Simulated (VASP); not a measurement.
Write the native input for VASP 6.6.1 that does the following.

* Task: single point
* Functional: PBE
* Potentials or basis: VASP PAW PBE potentials, release 64 (Co)
* Cutoff: 520 eV
* k mesh: 24 × 24 × 1
* Occupations: gaussian, width 0.1 eV
* Spin: collinear spin, antiferromagnetic start
* Starting moments: [1.72, -1.72] μB
* Dipole correction: yes
* Further INCAR settings: ALGO = Normal; EDIFF = 1e-06; NBANDS = 20

The structure of Co lies in POSCAR:

```
Co
1.0
    2.2692286447      0.0000000000      0.0000000000
    0.0000000000      2.2692286447      0.0000000000
    0.0000000000      0.0000000000     29.4979042800
Co
2
Direct
    0.5000000000      0.5000000000      0.3262934806
    0.5000000000      0.5000000000      0.2500186478
```

The cell was built from a structure type or drawn by symmetry, and may not be a known phase.

These files were run (other wordings do the same):

INCAR

```
PREC     = Accurate       # precision mode
ENCUT    = 520            # plane-wave cutoff, eV
EDIFF    = 1E-6           # SCF threshold, eV
ISMEAR   = 0              # smearing method
SIGMA    = 0.1            # smearing width, eV
LREAL    = F              # projectors in reciprocal space
LASPH    = T              # aspherical terms in the spheres
NELM     = 150            # most SCF steps
ALGO     = Normal         # electronic algorithm
ISIF     = 2              # what is computed and relaxed
LWAVE    = F              # write WAVECAR
LCHARG   = F              # write CHGCAR
ISPIN    = 2              # spin polarisation
MAGMOM   = 1.72 -1.72     # initial moments
LORBIT   = 11             # projections on sites
LMAXMIX  = 4              # l up to which the mixer works
LDIPOL   = T            
IDIPOL   = 3            
DIPOL    = 0.5 0.5 0.288
GGA      = PE             # functional
NBANDS   = 20             # bands
```

KPOINTS

```
Automatic mesh
0
Gamma
  24 24 1
```

Potentials or basis: VASP PAW PBE potentials, release 64 (Co).

The run is started by

```console
$ cat potpaw_PBE.64/Co/POTCAR > POTCAR
$ mpirun -np 1 vasp_std > vasp.out
```

Results of the run:

- Largest force: 0.025 eV/Å
- Band gap on the k mesh: zero (filled and empty bands overlap)
- Net moment: 0.00 μB per cell
- Site moments: Co +1.42, -1.42 μB
- Valence electrons inside the program's atomic spheres: Co 8.21

Run time: 6 min on 1 thread of AMD EPYC 9R45 96-Core Processor (Zen 5), on a shared host, peak memory 0.53 GiB.
